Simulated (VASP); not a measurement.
The system is BaS.

```
CELL_PARAMETERS angstrom
0.00000 3.58844 3.58844
3.58844 0.00000 3.58844
3.58844 3.58844 0.00000
ATOMIC_POSITIONS crystal
Ba 0.00000 0.00000 0.00000
S 0.25000 0.25000 0.25000
```

This cell differs from its parent crystal: volume changed by +6%.

Base run:

| Item | Value |
| --- | --- |
| Program | VASP 6.6.1 |
| Functional | r2SCAN |
| Potentials or basis | VASP PAW PBE potentials, release 64 (Ba_sv, S) |
| Cutoff | 520 eV |
| k mesh | 6 × 6 × 6 |
| Occupations | gaussian, width 0.01 eV |
| Spin | no spin polarisation |

Its results: band gap on the k mesh 2.99 eV, indirect (least direct gap 3.57 eV); pressure -1.2 GPa.

**Question.** The run is repeated on the same cell with these changes: functional from r2SCAN to PBE. What comes out?

**Answer.** Band gap on the k mesh 2.67 eV, indirect (least direct gap 3.25 eV); pressure -1.1 GPa.

r2SCAN gives the wider gap, since meta-GGAs in the generalised Kohn-Sham scheme recover part of the derivative discontinuity.

Caveats: spin-orbit coupling is left out, which moves the levels of the heavy elements; the PAW data sets were made with another functional, which shifts forces and pressure a little (some runs).

A k mesh can miss the band edges.
